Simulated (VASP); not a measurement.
Input of a VASP 6.6.1 run:

Contents of INCAR:

```
PREC = Accurate
ENCUT = 520
EDIFF = 1E-6
ISMEAR = 0
SIGMA = 0.15
LREAL = False
LASPH = True
NELM = 80
ALGO = Normal
ISIF = 2
LWAVE = False
LCHARG = False
GGA = PS
NBANDS = 36
```

KPOINTS

```
Automatic mesh
0
Gamma
  14 14 14
```

Contents of POSCAR:

```
TiO
1.0
    3.7956767487      0.0000000000      0.0000000000
    0.0000000000      3.7956767487      0.0000000000
    0.0000000000      0.0000000000      4.5548120985
Ti O
3 3
Direct
    0.5000000000      0.5000000000      0.0000000000
    0.0000000000      0.5000000000      0.5000000000
    0.5000000000      0.0000000000      0.5000000000
    0.0000000000      0.5000000000      0.0000000000
    0.5000000000      0.0000000000      0.0000000000
    0.0000000000      0.0000000000      0.5000000000
```

Potentials or basis: VASP PAW PBE potentials, release 64 (Ti_sv, O).

Launch:

```console
$ cat potpaw_PBE.64/Ti_sv/POTCAR potpaw_PBE.64/O/POTCAR > POTCAR
$ mpirun -np 1 vasp_std > vasp.out
```

**Question.** What does it give for the pressure?

**Answer.** 12.6 GPa.

**Question.** Predict the band gap on the k mesh.

**Answer.** Zero (bands 27 and 28 overlap by 1.99 eV).

Stress tensor (GPa, compression positive):
```
 28.91   0.00   0.00
  0.00  28.91   0.00
  0.00   0.00 -20.10
```

Caveat: the stress differs along the axes, from -20 to 29 GPa; the PAW data sets were made with another functional, which shifts forces and pressure a little; semilocal functionals often make such compounds metallic where correlation or magnetic order opens a gap, which also shifts bond lengths.
